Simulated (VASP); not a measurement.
# LiF in VASP: further runs

Aim: see how the results for LiF move with the level of theory and the settings. Levels: PBE, r2SCAN. Tasks: single point.

All numbers are computed with VASP 6.6.1; they aren't measurements. Logs are shortened: lines on timing, memory, paths and dates and some standing lists are left out, and cuts for length are marked.

### Step 1. The cell of the first run

Symmetry: F-43m, No. 216, cubic system. Conventional cell: a = 4.036 Å, b = 4.036 Å, c = 4.036 Å, α = 90.00°, β = 90.00°, γ = 90.00°. Within 2.3 Å of Li (site symmetry -43m) lie 4 F at 1.75 Å. F (site symmetry -43m) has 4 Li at 1.75 Å within 2.3 Å.

### Step 2. Single point, PBE (strain -5.9%)

Contents of INCAR:

```
SYSTEM = LiF
  PREC = Accurate
  ENCUT = 520
  EDIFF = 1E-6
  ISMEAR = -1
  SIGMA = 0.02
  LREAL = .FALSE.
  LASPH = .TRUE.
  NELM = 60
  ALGO = Normal
  ISIF = 2
  LWAVE = .FALSE.
  LCHARG = .FALSE.
  GGA = PE
  NBANDS = 12
```

Contents of KPOINTS:

```
regular mesh
0
G
  10 10 10
  0 0 0
```

Contents of POSCAR:

```
LiF
1.0
    0.0000000000      2.0178640646      2.0178640646
    2.0178640646      0.0000000000      2.0178640646
    2.0178640646      2.0178640646      0.0000000000
Li F
1 1
Direct
    0.0000000000      0.0000000000      0.0000000000
    0.2500000000      0.2500000000      0.2500000000
```

Potentials or basis: VASP PAW PBE potentials, release 64 (Li_sv, F).

The run is started by

```
> cat potpaw_PBE.64/Li_sv/POTCAR potpaw_PBE.64/F/POTCAR > POTCAR
> mpirun -np 1 vasp_std > vasp.out
```

OUTCAR:

```text
SYSTEM = LiF
   PREC = Accurate
   ENCUT = 520
   EDIFF = 1E-6
   ISMEAR = -1
   LREAL = .FALSE.
   LASPH = .TRUE.
   NELM = 60
   ISIF = 2
   GGA = PE

 ion  position               nearest neighbor table
   1  0.000  0.000  0.000-   2 1.75   2 1.75   2 1.75   2 1.75
   2  0.250  0.250  0.250-   1 1.75   1 1.75   1 1.75   1 1.75

  LATTYP: Found a face centered cubic cell.
 ALAT       =     4.0357281292

  Lattice vectors:

 A1 = (   0.0000000000,   2.0178640646,   2.0178640646)
 A2 = (   2.0178640646,   0.0000000000,   2.0178640646)
 A3 = (   2.0178640646,   2.0178640646,   0.0000000000)

Analysis of symmetry for initial positions (statically):
=====================================================================
 Subroutine PRICEL returns:
 Original cell was already a primitive cell.

 Routine SETGRP: Setting up the symmetry group for a
 face centered cubic supercell.

 Subroutine GETGRP returns: Found 24 space group operations
 (whereof 24 operations were pure point group operations)
 out of a pool of 48 trial point group operations.

The static configuration has the point symmetry T_d .

Analysis of symmetry for dynamics (positions and initial velocities):
=====================================================================
 Subroutine PRICEL returns:
 Original cell was already a primitive cell.

 Routine SETGRP: Setting up the symmetry group for a
 face centered cubic supercell.

 Subroutine GETGRP returns: Found 24 space group operations
 (whereof 24 operations were pure point group operations)
 out of a pool of 48 trial point group operations.

The dynamic configuration has the point symmetry T_d .

 Subroutine INISYM returns: Found 24 space group operations
 (whereof 24 operations are pure point group operations),
 and found     1 'primitive' translations

----------------------------------------------------------------------------------------

                                     Primitive cell

  volume of cell :      16.4326

  direct lattice vectors                    reciprocal lattice vectors
     0.000000000  2.017864065  2.017864065    -0.247786761  0.247786761  0.247786761
     2.017864065  0.000000000  2.017864065     0.247786761 -0.247786761  0.247786761
     2.017864065  2.017864065  0.000000000     0.247786761  0.247786761 -0.247786761

  length of vectors
     2.853690727  2.853690727  2.853690727     0.429179259  0.429179259  0.429179259

  position of ions in fractional coordinates (direct lattice)
     0.000000000  0.000000000  0.000000000
     0.250000000  0.250000000  0.250000000

  ion indices of the primitive-cell ions
   primitive index   ion index
                 1           1
                 2           2

----------------------------------------------------------------------------------------

 KPOINTS: regular mesh

Automatic generation of k-mesh.
 Grid dimensions read from file:
 generate k-points for:   10   10   10

 Generating k-lattice:

  Cartesian coordinates                     Fractional coordinates (reciprocal lattice)
    -0.024778676  0.024778676  0.024778676     0.100000000  0.000000000  0.000000000
     0.024778676 -0.024778676  0.024778676     0.000000000  0.100000000  0.000000000
     0.024778676  0.024778676 -0.024778676     0.000000000  0.000000000  0.100000000

  Length of vectors
     0.042917926  0.042917926  0.042917926

  Shift w.r.t. Gamma in fractional coordinates (k-lattice)
     0.000000000  0.000000000  0.000000000

 Subroutine IBZKPT returns following result:
 ===========================================

 Found     47 irreducible k-points:

 Following reciprocal coordinates:
            Coordinates               Weight
  0.000000  0.000000  0.000000      1.000000
  0.100000  0.000000  0.000000      8.000000
  0.200000  0.000000  0.000000      8.000000
  0.300000  0.000000  0.000000      8.000000
  0.400000  0.000000  0.000000      8.000000
  0.500000  0.000000  0.000000      4.000000
[... 16 lines left out ...]
  0.300000  0.300000  0.000000      6.000000
  0.400000  0.300000  0.000000     24.000000
 [... further k-points ...]
   k-points           NKPTS =     47   k-points in BZ     NKDIM =     47   number of bands    NBANDS=     12
   number of dos      NEDOS =    301   number of ions     NIONS =      2
   total plane-waves  NPLWV =  13824
   dimension x,y,z NGX =    24 NGY =   24 NGZ =   24
   dimension x,y,z NGXF=    48 NGYF=   48 NGZF=   48
   ions per type =               1   1
   NGX,Y,Z   is equivalent  to a cutoff of  13.98, 13.98, 13.98 a.u.
   NGXF,Y,Z  is equivalent  to a cutoff of  27.96, 27.96, 27.96 a.u.
 SYSTEM =  LiF
   PREC   = accura    normal or accurate (medium, high low for compatibility)
   ISTART =      0    job   : 0-new  1-cont  2-samecut
   ICHARG =      2    charge: 1-file 2-atom 10-const
   ISPIN  =      1    spin polarized calculation?
   LNONCOLLINEAR =      F non collinear calculations
   LSORBIT =      F    spin-orbit coupling
   LASPH  =      T    aspherical Exc in radial PAW
   ENCUT  =  520.0 eV  38.22 Ry    6.18 a.u.   5.31  5.31  5.31*2*pi/ulx,y,z
   NELM   =     60;   NELMIN=  2; NELMDL= -5     # of ELM steps
   EDIFF  = 0.1E-05   stopping-criterion for ELM
   LREAL  =      F    real-space projection
   EDIFFG = 0.1E-04   stopping-criterion for IOM
   NSW    =      0    number of steps for IOM
   IBRION =     -1    ionic relax: 0-MD 1-quasi-New 2-CG
   NFREE  =      0    steps in history (QN), initial steepest desc. (CG)
   ISIF   =      2    stress and relaxation
   ISYM   =      2    0-nonsym 1-usesym 2-fastsym
   POTIM  = 0.5000    time-step for ionic-motion
   TEBEG  =    0.0;   TEEND  =   0.0 temperature during run
   PSTRESS=    0.0 pullay stress
   NELECT =      10.0000    total number of electrons
   NUPDOWN=      -1.0000    fix difference up-down
   EMIN   =  10.00;   EMAX   =-10.00  energy-range for DOS
   EFERMI =   0.00;   METHOD = LEGACY
   ISMEAR =    -1;   SIGMA  =   0.02  broadening in eV -4-tet -1-fermi 0-gaus
   EFERMI_NEDOS =   21; number of points for ismear=-14 and -15
   IALGO  =     38    algorithm
   IMIX   =      4    mixing-type and parameters
     AMIX     =   0.40;   BMIX     =  1.00
     AMIX_MAG =   1.60;   BMIX_MAG =  1.00
  volume/ion in A,a.u.               =       8.22        55.45
  Fermi-wavevector in a.u.,A,eV,Ry     =   1.387308  2.621632 26.186097  1.924624
  Thomas-Fermi vector in A             =   2.511541
   LORBIT       =      0    0 simple, 1 ext, 2 COOP (PROOUT), +10 PAW based schemes
   GGA     = PE    functional components
[... 5 lines left out ...]
 non-spin polarized calculation
  energy-cutoff  :      520.00
  volume of cell :       16.43
 maximum number of plane-waves:       459
 NGX is ok and might be reduce to    24
   NGX = 11   NGY = 11   NGZ = 11

 number of electron      10.0000000 magnetization

 number of electron       9.9999992 magnetization

 Free energy of the ion-electron system (eV)
  ---------------------------------------------------
  ext. energy  EPLUGINS =         0.00000000
  ---------------------------------------------------
  free energy    TOTEN  =        -9.39846309 eV

  energy without entropy =       -9.39846309  energy(sigma->0) =       -9.39846309

 E-fermi :  -1.0197     XC(G=0):  -9.7065

 val. band max:       -1.5742357723   @ k =   0.0000   0.0000   0.0000
 cond. band min:       7.4453667870   @ k =   0.0000   0.0000   0.0000
 fundamental gap:      9.0196025593
 Fermi energy:        -1.0196932074

 k-point     1 :       0.0000    0.0000    0.0000
  band No.  band energies     occupation
      1     -41.4976      2.00000
      2     -21.2220      2.00000
      3      -1.5742      2.00000
      4      -1.5742      2.00000
      5      -1.5742      2.00000
      6       7.4454      0.00000
      7      19.5324      0.00000
      8      19.5324      0.00000
      9      19.5324      0.00000
     10      29.2527      0.00000
     11      29.2527      0.00000
     12      29.2528      0.00000

 k-point     2 :       0.1000    0.0000    0.0000
  band No.  band energies     occupation
      1     -41.4893      2.00000
      2     -21.2010      2.00000
      3      -1.8538      2.00000
      4      -1.6083      2.00000
      5      -1.6083      2.00000
      6       7.7463      0.00000
      7      19.3738      0.00000
      8      19.6194      0.00000
      9      19.6194      0.00000
     10      27.6742      0.00000
     11      27.6743      0.00000
     12      27.8053      0.00000

 k-point     3 :       0.2000    0.0000    0.0000
  band No.  band energies     occupation
      1     -41.4680      2.00000
      2     -21.1471      2.00000
      3      -2.5391      2.00000
      4      -1.6957      2.00000
      5      -1.6957      2.00000
      6       8.5630      0.00000
      7      18.6436      0.00000
      8      19.7120      0.00000
      9      19.7121      0.00000
     10      26.5865      0.00000
     11      26.5865      0.00000
     12      27.1289      0.00000

 k-point     4 :       0.3000    0.0000    0.0000
  band No.  band energies     occupation
      1     -41.4414      2.00000
      2     -21.0760      2.00000
      3      -3.3147      2.00000
      4      -1.8002      2.00000
      5      -1.8002      2.00000
      6       9.7266      0.00000
      7      17.3397      0.00000
      8      19.5497      0.00000
      9      19.5497      0.00000
     10      26.6601      0.00000
     11      26.6601      0.00000
     12      27.4163      0.00000

 k-point     5 :       0.4000    0.0000    0.0000
  band No.  band energies     occupation
      1     -41.4197      2.00000
      2     -21.0146      2.00000
      3      -3.8990      2.00000
      4      -1.8821      2.00000
      5      -1.8821      2.00000
      6      10.9787      0.00000
      7      15.9538      0.00000
      8      19.2512      0.00000
      9      19.2512      0.00000
     10      27.4438      0.00000
     11      27.4438      0.00000
     12      27.6132      0.00000
[... 228 lines left out ...]
      1     -41.4118      2.00000
      2     -20.9939      2.00000
      3      -3.6717      2.00000
      4      -2.3491      2.00000
      5      -1.9250      2.00000
      6      11.1215      0.00000
      7      15.1632      0.00000
      8      19.7431      0.00000
      9      19.8858      0.00000
     10      25.4911      0.00000
     11      25.9609      0.00000
     12      32.2335      0.00000

 k-point    22 :      -0.2000    0.2000    0.0000
  band No.  band energies     occupation
      1     -41.4323      2.00000
      2     -21.0518      2.00000
      3      -3.2566      2.00000
      4      -2.2094      2.00000
      5      -1.7764      2.00000
      6      10.0107      0.00000
      7      16.5867      0.00000
      8      19.6262      0.00000
      9      20.1962      0.00000
     10      24.7167      0.00000
     11      25.9047      0.00000
     12      32.0981      0.00000

 k-point    23 :       0.3000    0.3000    0.0000
  band No.  band energies     occupation
      1     -41.4231      2.00000
      2     -21.0316      2.00000
      3      -2.8775      2.00000
      4      -2.2785      2.00000
      5      -2.2785      2.00000
      6       9.3952      0.00000
      7      17.6738      0.00000
      8      19.7268      0.00000
      9      19.7268      0.00000
     10      21.4577      0.00000
     11      30.8811      0.00000
     12      33.6729      0.00000

 k-point    24 :       0.4000    0.3000    0.0000
  band No.  band energies     occupation
      1     -41.4063      2.00000
      2     -20.9848      2.00000
      3      -3.2081      2.00000
      4      -2.3886      2.00000
      5      -2.3862      2.00000
      6       9.8224      0.00000
      7      16.4428      0.00000
      8      19.8142      0.00000
      9      20.0502      0.00000
     10      22.0868      0.00000
     11      30.2890      0.00000
     12      33.3553      0.00000

 [... further k-points ...]
[... 5 lines left out ...]
  --------------------------------------------------------------------------------------
  -------------------------------------------------------------------------------------
  Total        2.0501082      2.0501082      2.0501082     -0.0000000      0.0000000      0.0000000
  in kB      199.8856665    199.8856665    199.8856665     -0.0000000      0.0000000      0.0000000
  external PRESSURE =     199.8856665 kB  Pullay stress =       0.0000000 kB

 VOLUME and BASIS-vectors are now :
 -----------------------------------------------------------------------------
  energy-cutoff  :      520.00
  volume of cell :       16.43
      direct lattice vectors                 reciprocal lattice vectors
     0.000000000  2.017864065  2.017864065    -0.247786761  0.247786761  0.247786761
     2.017864065  0.000000000  2.017864065     0.247786761 -0.247786761  0.247786761
     2.017864065  2.017864065  0.000000000     0.247786761  0.247786761 -0.247786761

 POSITION                                       TOTAL-FORCE (eV/Angst)
 -----------------------------------------------------------------------------------
      0.00000      0.00000      0.00000         0.000000      0.000000      0.000000
      1.00893      1.00893      1.00893        -0.000000     -0.000000     -0.000000
 -----------------------------------------------------------------------------------
    total drift:                                0.000000      0.000000     -0.000000

  FREE ENERGIE OF THE ION-ELECTRON SYSTEM (eV)
  ---------------------------------------------------
  free  energy   TOTEN  =        -9.3984630885 eV

  energy  without entropy=       -9.3984630885  energy(sigma->0) =       -9.39846309
```

Run time: 3.4 s. Hardware: 1 thread of Intel Xeon 6975P-C (Granite Rapids), shared host; peak memory 0.13 GiB.

What came out:

| Property | Result |
| --- | --- |
| Free energy | -9.3985 eV |
| Band gap on the k mesh | 9.02 eV, direct |

Levels at points of the mesh, in eV from the valence-band top:
```
           k point  band 2  band 3  band 4  band 5  band 6  band 7  band 8  band 9
(0.00, 0.00, 0.00)  -19.65    0.00    0.00    0.00    9.02   21.11   21.11   21.11
(0.50, 0.00, 0.00)  -19.42   -2.54   -0.34   -0.34   13.24   16.80   20.69   20.69
(0.50, 0.50, 0.00)  -19.35   -1.74   -1.05   -1.05   11.16   17.40   21.71   21.71
```

Caveat: the cell differs from its parent crystal (strain -5.9%); the cutoff is under 1.25 times the usual one of these potentials, so pressure, stress and relaxed cells hold a basis-set (Pulay) error.

### Step 3. Single point, r2SCAN (strain -5.9%)

POSCAR is that of step 2.

Contents of INCAR.step1:

```
  PREC = Accurate
  ENCUT = 520
  ISMEAR = 0
  SIGMA = 0.01
  LREAL = False
  LASPH = True
  NELM = 80
  NBANDS = 12
  GGA = PE
  ALGO = Normal
  EDIFF = 1E-4
  LWAVE = True
  LCHARG = False
```

Contents of INCAR.step2:

```
  PREC = Accurate
  ENCUT = 520
  EDIFF = 1E-6
  ISMEAR = 0
  SIGMA = 0.01
  LREAL = False
  LASPH = True
  NELM = 80
  ALGO = Normal
  ISIF = 2
  LWAVE = False
  LCHARG = False
  METAGGA = R2SCAN
  LMIXTAU = True
  NBANDS = 12
  ISTART = 1
```

Contents of KPOINTS:

```
regular mesh
0
Gamma
  10 10 10
```

Potentials or basis: VASP PAW PBE potentials, release 64 (Li_sv, F).

The run is started by

```
> cat potpaw_PBE.64/Li_sv/POTCAR potpaw_PBE.64/F/POTCAR > POTCAR
> cp INCAR.step1 INCAR
> mpirun -np 1 vasp_std > vasp.out
> cp INCAR.step2 INCAR
> mpirun -np 1 vasp_std > vasp.out
```

OUTCAR:

```text
PREC = Accurate
   ENCUT = 520
   EDIFF = 1E-6
   ISMEAR = 0
   LREAL = False
   LASPH = True
   NELM = 80
   ISIF = 2
   METAGGA = R2SCAN
   ISTART = 1

 ion  position               nearest neighbor table
   1  0.000  0.000  0.000-   2 1.75   2 1.75   2 1.75   2 1.75
   2  0.250  0.250  0.250-   1 1.75   1 1.75   1 1.75   1 1.75

  LATTYP: Found a face centered cubic cell.
 ALAT       =     4.0357281292

  Lattice vectors:

 A1 = (   0.0000000000,   2.0178640646,   2.0178640646)
 A2 = (   2.0178640646,   0.0000000000,   2.0178640646)
[... 537 lines left out ...]
      7      16.8632      0.00000
      8      20.7280      0.00000
      9      20.9455      0.00000
     10      23.3093      0.00000
     11      31.3144      0.00000
     12      34.3680      0.00000

 [... further k-points ...]
[... 5 lines left out ...]
  --------------------------------------------------------------------------------------
  -------------------------------------------------------------------------------------
  Total        1.6485978      1.6485978      1.6485978     -0.0000000     -0.0000000      0.0000000
  in kB      160.7383836    160.7383836    160.7383836     -0.0000000     -0.0000000      0.0000000
  external PRESSURE =     160.7383836 kB  Pullay stress =       0.0000000 kB

 VOLUME and BASIS-vectors are now :
 -----------------------------------------------------------------------------
  energy-cutoff  :      520.00
  volume of cell :       16.43
      direct lattice vectors                 reciprocal lattice vectors
     0.000000000  2.017864065  2.017864065    -0.247786761  0.247786761  0.247786761
     2.017864065  0.000000000  2.017864065     0.247786761 -0.247786761  0.247786761
     2.017864065  2.017864065  0.000000000     0.247786761  0.247786761 -0.247786761

 POSITION                                       TOTAL-FORCE (eV/Angst)
 -----------------------------------------------------------------------------------
      0.00000      0.00000      0.00000        -0.000000      0.000000      0.000000
      1.00893      1.00893      1.00893         0.000000     -0.000000     -0.000000
 -----------------------------------------------------------------------------------
    total drift:                                0.000000      0.000000     -0.000000

  FREE ENERGIE OF THE ION-ELECTRON SYSTEM (eV)
  ---------------------------------------------------
  free  energy   TOTEN  =       -11.6575355718 eV

  energy  without entropy=      -11.6575355718  energy(sigma->0) =      -11.65753557
```

OUTCAR.step1:

```text
PREC = Accurate
   ENCUT = 520
   ISMEAR = 0
   LREAL = False
   LASPH = True
[... 584 lines left out ...]
      0.00000      0.00000      0.00000         0.000000      0.000000      0.000000
      1.00893      1.00893      1.00893        -0.000000     -0.000000     -0.000000
 -----------------------------------------------------------------------------------
    total drift:                                0.000000      0.000000     -0.000000

  FREE ENERGIE OF THE ION-ELECTRON SYSTEM (eV)
  ---------------------------------------------------
  free  energy   TOTEN  =        -9.3984621543 eV

  energy  without entropy=       -9.3984621543  energy(sigma->0) =       -9.39846215
```

OSZICAR.step1:

```text
N       E                     dE             d eps       ncg     rms          rms(c)
DAV:   1     0.332398720745E+02    0.33240E+02   -0.54117E+03  1192   0.834E+02
DAV:   2    -0.891443841205E+01   -0.42154E+02   -0.41450E+02  1352   0.191E+02
DAV:   3    -0.101031008540E+02   -0.11887E+01   -0.11839E+01  1432   0.288E+01
DAV:   4    -0.101224805100E+02   -0.19380E-01   -0.19378E-01  1328   0.398E+00
DAV:   5    -0.101227176756E+02   -0.23717E-03   -0.23716E-03  1428   0.339E-01    0.534E+00
DAV:   6    -0.936649769106E+01    0.75622E+00   -0.32964E+00  1236   0.117E+01    0.153E+00
DAV:   7    -0.938030934095E+01   -0.13812E-01   -0.35125E-02  1388   0.165E+00    0.101E+00
DAV:   8    -0.939839128859E+01   -0.18082E-01   -0.24094E-02  1292   0.145E+00    0.174E-01
DAV:   9    -0.939823830659E+01    0.15298E-03   -0.13549E-03  1388   0.284E-01    0.550E-02
DAV:  10    -0.939846370275E+01   -0.22540E-03   -0.34533E-04  1296   0.132E-01    0.164E-02
DAV:  11    -0.939846215428E+01    0.15485E-05   -0.60140E-06   828   0.233E-02
   1 F= -.93984622E+01 E0= -.93984622E+01  d E =-.756891E-40
```

Wall time 14 s (1 thread of Intel Xeon 6975P-C (Granite Rapids), shared host); peak memory 0.13 GiB.

Results:

* Free energy: -11.6575 eV
* Band gap on the k mesh: 9.93 eV, direct

Caveat: the cell differs from its parent crystal (strain -5.9%); the cutoff is under 1.25 times the usual one of these potentials, so pressure, stress and relaxed cells hold a basis-set (Pulay) error; the PAW data sets were made with another functional, which shifts forces and pressure a little.

[end of part 1 of 2]
